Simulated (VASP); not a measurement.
# LaAg (Pm-3m) in VASP: single point with LDA

Aim: the single point of LaAg with LDA.

Program: VASP 6.6.1. These are calculated values, not measurements. Logs are shortened: lines on timing, memory, paths and dates and some standing lists are left out, and cuts for length are marked.

### 1 The cell of the first run

The structure is cubic, space group Pm-3m (No. 221). Conventional cell: a = 3.760 Å, b = 3.760 Å, c = 3.760 Å, α = 90.00°, β = 90.00°, γ = 90.00°. Within 4.3 Å of La (site symmetry m-3m) lie 8 Ag at 3.26 Å and 6 La at 3.76 Å. Ag (site symmetry m-3m) has 8 La at 3.26 Å and 6 Ag at 3.76 Å within 4.3 Å.

### 2 Single point, LDA

File INCAR:

```
SYSTEM = LaAg
PREC     = Accurate       ! precision mode
ENCUT    = 520            ! plane-wave cutoff, eV
EDIFF    = 1E-6           ! SCF threshold, eV
ISMEAR   = 1              ! smearing method
SIGMA    = 0.1            ! smearing width, eV
LREAL    = .False.        ! projectors in reciprocal space
LASPH    = .True.         ! aspherical terms in the spheres
NELM     = 80             ! most SCF steps
ALGO     = Normal         ! electronic algorithm
ISIF     = 2              ! what is computed and relaxed
LWAVE    = .False.        ! write WAVECAR
LCHARG   = .False.        ! write CHGCAR
NBANDS   = 18             ! bands
```

File KPOINTS:

```
Automatic mesh
0
Gamma
  5 5 5
  0 0 0
```

File POSCAR:

```
LaAg
1.0
    3.7600000000      0.0000000000      0.0000000000
    0.0000000000      3.7600000000      0.0000000000
    0.0000000000      0.0000000000      3.7600000000
La Ag
1 1
Direct
    0.5000000000      0.5000000000      0.5000000000
    0.0000000000      0.0000000000      0.0000000000
```

Potentials or basis: VASP PAW LDA potentials, release 64 (La, Ag).

Run with:

```bash
cat potpaw_LDA.64/La/POTCAR potpaw_LDA.64/Ag/POTCAR > POTCAR
mpirun -np 1 vasp_std > vasp.out
```

OUTCAR:

```text
SYSTEM = LaAg
   PREC = Accurate
   ENCUT = 520
   EDIFF = 1E-6
   ISMEAR = 1
   LREAL = .False.
   LASPH = .True.
   NELM = 80
   ISIF = 2

 ion  position               nearest neighbor table
   1  0.500  0.500  0.500-   2 3.26   2 3.26   2 3.26   2 3.26   2 3.26   2 3.26   2 3.26   2 3.26

   2  0.000  0.000  0.000-   1 3.26   1 3.26   1 3.26   1 3.26   1 3.26   1 3.26   1 3.26   1 3.26

  LATTYP: Found a simple cubic cell.
 ALAT       =     3.7600000000

  Lattice vectors:

 A1 = (   3.7600000000,   0.0000000000,   0.0000000000)
 A2 = (   0.0000000000,   3.7600000000,   0.0000000000)
 A3 = (   0.0000000000,   0.0000000000,   3.7600000000)

Analysis of symmetry for initial positions (statically):
=====================================================================
 Subroutine PRICEL returns:
 Original cell was already a primitive cell.

 Routine SETGRP: Setting up the symmetry group for a
 simple cubic supercell.

 Subroutine GETGRP returns: Found 48 space group operations
 (whereof 48 operations were pure point group operations)
 out of a pool of 48 trial point group operations.

The static configuration has the point symmetry O_h .

Analysis of symmetry for dynamics (positions and initial velocities):
=====================================================================
 Subroutine PRICEL returns:
 Original cell was already a primitive cell.

 Routine SETGRP: Setting up the symmetry group for a
 simple cubic supercell.

 Subroutine GETGRP returns: Found 48 space group operations
 (whereof 48 operations were pure point group operations)
 out of a pool of 48 trial point group operations.

The dynamic configuration has the point symmetry O_h .

 Subroutine INISYM returns: Found 48 space group operations
 (whereof 48 operations are pure point group operations),
 and found     1 'primitive' translations

----------------------------------------------------------------------------------------

                                     Primitive cell

  volume of cell :      53.1574

  direct lattice vectors                    reciprocal lattice vectors
     3.760000000  0.000000000  0.000000000     0.265957447  0.000000000  0.000000000
     0.000000000  3.760000000  0.000000000     0.000000000  0.265957447  0.000000000
     0.000000000  0.000000000  3.760000000     0.000000000  0.000000000  0.265957447

  length of vectors
     3.760000000  3.760000000  3.760000000     0.265957447  0.265957447  0.265957447

  position of ions in fractional coordinates (direct lattice)
     0.500000000  0.500000000  0.500000000
     0.000000000  0.000000000  0.000000000

  ion indices of the primitive-cell ions
   primitive index   ion index
                 1           1
                 2           2

----------------------------------------------------------------------------------------

 KPOINTS: Automatic mesh

Automatic generation of k-mesh.
 Grid dimensions read from file:
 generate k-points for:    5    5    5

 Generating k-lattice:

  Cartesian coordinates                     Fractional coordinates (reciprocal lattice)
     0.053191489  0.000000000  0.000000000     0.200000000  0.000000000  0.000000000
     0.000000000  0.053191489  0.000000000     0.000000000  0.200000000  0.000000000
     0.000000000  0.000000000  0.053191489     0.000000000  0.000000000  0.200000000

  Length of vectors
     0.053191489  0.053191489  0.053191489

  Shift w.r.t. Gamma in fractional coordinates (k-lattice)
     0.000000000  0.000000000  0.000000000

 Subroutine IBZKPT returns following result:
 ===========================================

 Found     10 irreducible k-points:

 Following reciprocal coordinates:
            Coordinates               Weight
  0.000000  0.000000  0.000000      1.000000
  0.200000  0.000000  0.000000      6.000000
  0.400000  0.000000  0.000000      6.000000
  0.200000  0.200000  0.000000     12.000000
  0.400000  0.200000  0.000000     24.000000
  0.400000  0.400000  0.000000     12.000000
  0.200000  0.200000  0.200000      8.000000
  0.400000  0.200000  0.200000     24.000000
  0.400000  0.400000  0.200000     24.000000
  0.400000  0.400000  0.400000      8.000000
   k-points           NKPTS =     10   k-points in BZ     NKDIM =     10   number of bands    NBANDS=     18
   number of dos      NEDOS =    301   number of ions     NIONS =      2
   total plane-waves  NPLWV =  21952
   dimension x,y,z NGX =    28 NGY =   28 NGZ =   28
   dimension x,y,z NGXF=    56 NGYF=   56 NGZF=   56
   ions per type =               1   1
   NGX,Y,Z   is equivalent  to a cutoff of  12.38, 12.38, 12.38 a.u.
   NGXF,Y,Z  is equivalent  to a cutoff of  24.76, 24.76, 24.76 a.u.
 SYSTEM =  LaAg
   PREC   = accura    normal or accurate (medium, high low for compatibility)
   ISTART =      0    job   : 0-new  1-cont  2-samecut
   ICHARG =      2    charge: 1-file 2-atom 10-const
   ISPIN  =      1    spin polarized calculation?
   LNONCOLLINEAR =      F non collinear calculations
   LSORBIT =      F    spin-orbit coupling
   LASPH  =      T    aspherical Exc in radial PAW
   ENCUT  =  520.0 eV  38.22 Ry    6.18 a.u.   6.99  6.99  6.99*2*pi/ulx,y,z
   NELM   =     80;   NELMIN=  2; NELMDL= -5     # of ELM steps
   EDIFF  = 0.1E-05   stopping-criterion for ELM
   LREAL  =      F    real-space projection
   EDIFFG = 0.1E-04   stopping-criterion for IOM
   NSW    =      0    number of steps for IOM
   IBRION =     -1    ionic relax: 0-MD 1-quasi-New 2-CG
   NFREE  =      0    steps in history (QN), initial steepest desc. (CG)
   ISIF   =      2    stress and relaxation
   ISYM   =      2    0-nonsym 1-usesym 2-fastsym
   POTIM  = 0.5000    time-step for ionic-motion
   TEBEG  =    0.0;   TEEND  =   0.0 temperature during run
   PSTRESS=    0.0 pullay stress
   NELECT =      22.0000    total number of electrons
   NUPDOWN=      -1.0000    fix difference up-down
   EMIN   =  10.00;   EMAX   =-10.00  energy-range for DOS
   EFERMI =   0.00;   METHOD = LEGACY
   ISMEAR =     1;   SIGMA  =   0.10  broadening in eV -4-tet -1-fermi 0-gaus
   EFERMI_NEDOS =   21; number of points for ismear=-14 and -15
   IALGO  =     38    algorithm
   IMIX   =      4    mixing-type and parameters
     AMIX     =   0.40;   BMIX     =  1.00
     AMIX_MAG =   1.60;   BMIX_MAG =  1.00
  volume/ion in A,a.u.               =      26.58       179.36
  Fermi-wavevector in a.u.,A,eV,Ry     =   1.220004  2.305473 20.251040  1.488409
  Thomas-Fermi vector in A             =   2.355236
   LORBIT       =      0    0 simple, 1 ext, 2 COOP (PROOUT), +10 PAW based schemes
   GGA     = CA    functional components
   LHFCALC =     F    Hartree Fock is set to
   AEXX    =    0.0000 exact exchange contribution
   IVDW    =     0    specifies the selected vdW correction
   LEPSILON=     F    determine dielectric tensor
   LRPA    =     F    only Hartree local field effects (RPA)
 non-spin polarized calculation
 Methfessel and Paxton  Order N= 1 SIGMA  =   0.10
  energy-cutoff  :      520.00
  volume of cell :       53.16
 maximum number of plane-waves:      1438
 NGX is ok and might be reduce to    28
   NGX = 13   NGY = 13   NGZ = 13

 number of electron      21.9999986 magnetization

 Free energy of the ion-electron system (eV)
  ---------------------------------------------------
  ext. energy  EPLUGINS =         0.00000000
  ---------------------------------------------------
  free energy    TOTEN  =        -9.74757361 eV

  energy without entropy =       -9.74460533  energy(sigma->0) =       -9.74658418

 E-fermi :   8.1971     XC(G=0): -10.7699

 val. band max:        8.1493680624   @ k =   0.4000   0.4000   0.2000
 cond. band min:       8.2119810634   @ k =   0.4000   0.4000   0.0000
 fundamental gap:      0.0626130009
 Fermi energy:         8.1970612415

 k-point     1 :       0.0000    0.0000    0.0000
  band No.  band energies     occupation
      1     -24.7060      2.00000
      2      -8.1020      2.00000
      3      -8.1020      2.00000
      4      -8.1020      2.00000
      5       2.8206      2.00000
      6       2.8206      2.00000
[... 10 lines left out ...]
     17       9.7323     -0.00000
     18       9.7323     -0.00000

 k-point     2 :       0.2000    0.0000    0.0000
  band No.  band energies     occupation
      1     -24.6828      2.00000
      2      -8.4043      2.00000
      3      -8.0815      2.00000
      4      -8.0815      2.00000
      5       2.9021      2.00000
      6       3.0618      2.00000
[... 10 lines left out ...]
     17       9.7837     -0.00000
     18       9.7842     -0.00000

 k-point     3 :       0.4000    0.0000    0.0000
  band No.  band energies     occupation
      1     -24.6447      2.00000
      2      -8.8494      2.00000
      3      -8.0482      2.00000
      4      -8.0482      2.00000
      5       3.0428      2.00000
      6       3.4393      2.00000
[... 10 lines left out ...]
     17       9.8638     -0.00000
     18       9.8730     -0.00000

 k-point     4 :       0.2000    0.2000    0.0000
  band No.  band energies     occupation
      1     -24.6602      2.00000
      2      -8.3950      2.00000
      3      -8.3459      2.00000
      4      -8.0575      2.00000
      5       3.0115      2.00000
      6       3.2058      2.00000
[... 10 lines left out ...]
     17       9.8309     -0.00000
     18       9.8702     -0.00000

 k-point     5 :       0.4000    0.2000    0.0000
  band No.  band energies     occupation
      1     -24.6231      2.00000
      2      -8.7992      2.00000
      3      -8.3147      2.00000
      4      -8.0182      2.00000
      5       3.0804      2.00000
      6       3.2394      2.00000
[... 10 lines left out ...]
     17       9.9152     -0.00000
     18      10.0630     -0.00000

 k-point     6 :       0.4000    0.4000    0.0000
  band No.  band energies     occupation
      1     -24.5878      2.00000
      2      -8.7233      2.00000
      3      -8.7063      2.00000
      4      -7.9690      2.00000
      5       2.9571      2.00000
      6       3.0134      2.00000
[... 10 lines left out ...]
     17      10.0228     -0.00000
     18      10.0845     -0.00000

 k-point     7 :       0.2000    0.2000    0.2000
  band No.  band energies     occupation
      1     -24.6379      2.00000
      2      -8.3705      2.00000
      3      -8.3222      2.00000
      4      -8.3222      2.00000
      5       3.2150      2.00000
      6       3.2150      2.00000
[... 10 lines left out ...]
     17       9.9594     -0.00000
     18       9.9654     -0.00000

 k-point     8 :       0.4000    0.2000    0.2000
  band No.  band energies     occupation
      1     -24.6016      2.00000
      2      -8.7564      2.00000
      3      -8.2872      2.00000
      4      -8.2834      2.00000
      5       3.1593      2.00000
      6       3.2438      2.00000
[... 10 lines left out ...]
     17       9.9171     -0.00000
     18      10.0044     -0.00000

 k-point     9 :       0.4000    0.4000    0.2000
  band No.  band energies     occupation
      1     -24.5663      2.00000
      2      -8.6910      2.00000
      3      -8.6798      2.00000
      4      -8.2368      2.00000
      5       3.1071      2.00000
      6       3.2224      2.00000
[... 10 lines left out ...]
     17       9.9799     -0.00000
     18      10.0495     -0.00000

 k-point    10 :       0.4000    0.4000    0.4000
  band No.  band energies     occupation
      1     -24.5309      2.00000
      2      -8.6386      2.00000
      3      -8.6365      2.00000
      4      -8.6365      2.00000
      5       3.2431      2.00000
      6       3.3836      2.00000
[... 10 lines left out ...]
     17       9.9916     -0.00000
     18      10.0325     -0.00000

------------------------ aborting loop because EDIFF is reached ----------------------------------------

  FORCE on cell =-STRESS in cart. coord.  units (eV):
  Direction    XX          YY          ZZ          XY          YZ          ZX
  --------------------------------------------------------------------------------------
  -------------------------------------------------------------------------------------
  Total       -0.8001695     -0.8001695     -0.8001695     -0.0000000     -0.0000000      0.0000000
  in kB      -24.1173202    -24.1173202    -24.1173202     -0.0000000     -0.0000000      0.0000000
  external PRESSURE =     -24.1173202 kB  Pullay stress =       0.0000000 kB

 VOLUME and BASIS-vectors are now :
 -----------------------------------------------------------------------------
  energy-cutoff  :      520.00
  volume of cell :       53.16
      direct lattice vectors                 reciprocal lattice vectors
     3.760000000  0.000000000  0.000000000     0.265957447  0.000000000  0.000000000
     0.000000000  3.760000000  0.000000000     0.000000000  0.265957447  0.000000000
     0.000000000  0.000000000  3.760000000     0.000000000  0.000000000  0.265957447

 POSITION                                       TOTAL-FORCE (eV/Angst)
 -----------------------------------------------------------------------------------
      1.88000      1.88000      1.88000         0.000000      0.000000      0.000000
      0.00000      0.00000      0.00000         0.000000      0.000000      0.000000
 -----------------------------------------------------------------------------------
    total drift:                               -0.000000      0.000000      0.000000

  FREE ENERGIE OF THE ION-ELECTRON SYSTEM (eV)
  ---------------------------------------------------
  free  energy   TOTEN  =        -9.7475736067 eV

  energy  without entropy=       -9.7446053342  energy(sigma->0) =       -9.74658418
```

Wall time 10 s (1 thread of Intel Xeon 6975P-C, shared host); peak memory 0.15 GiB.

Results:

- Free energy: -9.7476 eV
- Pressure: -2.4 GPa
- Band gap on the k mesh: zero (band 11 reaches 8.81 eV, above the bottom of band 12 at 6.95 eV)

Caveat: spin-orbit coupling is left out, which moves the levels of the heavy elements.
